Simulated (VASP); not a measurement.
B, 12 atoms in the cell. It takes space group R-3m (No. 166, trigonal). Conventional cell: a = 4.898 Å, b = 4.898 Å, c = 12.545 Å, α = 90.00°, β = 90.00°, γ = 120.00°. Within 2.2 Å of B (site symmetry m) lie 6 B at 1.67 to 1.80 Å. B (site symmetry m) has 7 B at 1.78 to 2.01 Å within 2.4 Å. 

```yaml
Program: VASP 6.6.1
Task: single point
Functional: PBE
Potentials_or_basis: VASP PAW PBE potentials, release 64 (B)
Cutoff: 520 eV
k_mesh: 7 × 7 × 7
Occupations: fermi-dirac, width 0.01 eV
Spin: no spin polarisation
Dipole_correction: no
Further_INCAR_settings: ALGO = Normal; EDIFF = 1e-07; NBANDS = 30
```

Potentials or basis: VASP PAW PBE potentials, release 64 (B).

The run is started by

```console
$ cat potpaw_PBE.64/B/POTCAR > POTCAR
$ mpirun -np 1 vasp_std > vasp.out
```

Hardware: 1 thread of Intel(R) Xeon(R) Platinum 8488C (Sapphire Rapids), on a shared host.

Question: Estimate the wall time of this run.

Answer: It took 2.2 min on 1 thread of Intel(R) Xeon(R) Platinum 8488C (Sapphire Rapids), on a shared host, peak memory 0.25 GiB. Counts: scf iterations 15, k points 44.
